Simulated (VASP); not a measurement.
A run of VASP 6.6.1 is set up as follows.

The input INCAR:

```
PREC = Accurate
ENCUT = 500
EDIFF = 1E-6
ISMEAR = 0
SIGMA = 0.1
LREAL = False
LASPH = True
NELM = 120
ALGO = Normal
ISIF = 2
LWAVE = False
LCHARG = True
GGA = PS
LELF = True
LVHAR = True
NBANDS = 12
GGA_COMPAT = False
```

The input KPOINTS:

```
regular mesh
0
Gamma
  6 6 6
```

POSCAR

```
Nb
1.0
   -1.6362027020      1.6362027020      1.6362027020
    1.6362027020     -1.6362027020      1.6362027020
    1.6362027020      1.6362027020     -1.6362027020
Nb
1
Direct
    0.0000000000      0.0000000000      0.0000000000
```

Potentials or basis: VASP PAW PBE potentials, release 64 (Nb_sv).

The run is started by

```console
$ cat potpaw_PBE.64/Nb_sv/POTCAR > POTCAR
$ mpirun -np 1 vasp_std > vasp.out
```

(1) Estimate the pressure.

Answers

(1) -3.7 GPa.

Caveat: the k points lie up to 0.45 Å⁻¹ apart; the PAW data sets were made with another functional, which shifts forces and pressure a little.
